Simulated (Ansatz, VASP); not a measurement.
# One calculation of WS2, two programs

```
W S
1.0
     3.11473    0.00000    0.00000
    -1.55736    2.69743   -0.04046
     0.00000   -0.17658   11.77225
W S
2 4
Direct
  0.33333 0.66667 0.25000
  0.66667 0.33333 0.75000
  0.33333 0.66667 0.61645
  0.66667 0.33333 0.11645
  0.33333 0.66667 0.88355
  0.66667 0.33333 0.38355
```

Change from the starting cell: strain -0.0300 x Voigt [0, 0, 0, 1, 0, 0], atoms carried along.

Alike in both runs: task single point; functional PBEsol; dispersion D3(BJ); k mesh 12 × 12 × 4; occupations gaussian, width 0.05 eV; no spin polarisation.

|  | VASP | Ansatz |
| --- | --- | --- |
| version | VASP 6.6.1 | Ansatz 0.2.0 |
| potentials or method | VASP PAW PBE potentials, release 64 (W_sv, S), cutoff 520 eV | scalar-relativistic, plane waves, PAW |
| valence electrons in the cell | 52 | 52 |

|  | VASP | Ansatz | Ansatz less VASP |
| --- | --- | --- | --- |
| gap on the k mesh at the Fermi level (eV) | 0.67 | 0.65 | -0.021 |
| least direct gap on the mesh (eV) | 1.91 | 1.91 | -0.004 |
| pressure (GPa) | 0.4 | 0.2 | -0.14 |
| traceless stress, the component that is largest in VASP (GPa) | 5.46 | 5.45 | -0.009 |
| rms of the force components (eV/Å) | 0.224 | 0.223 | -0.0013 |

VASP's potentials were made for PBE, not for PBEsol. Atom by atom the forces differ by 0.009 eV/Å (rms over components).

Spin-orbit coupling is off throughout.
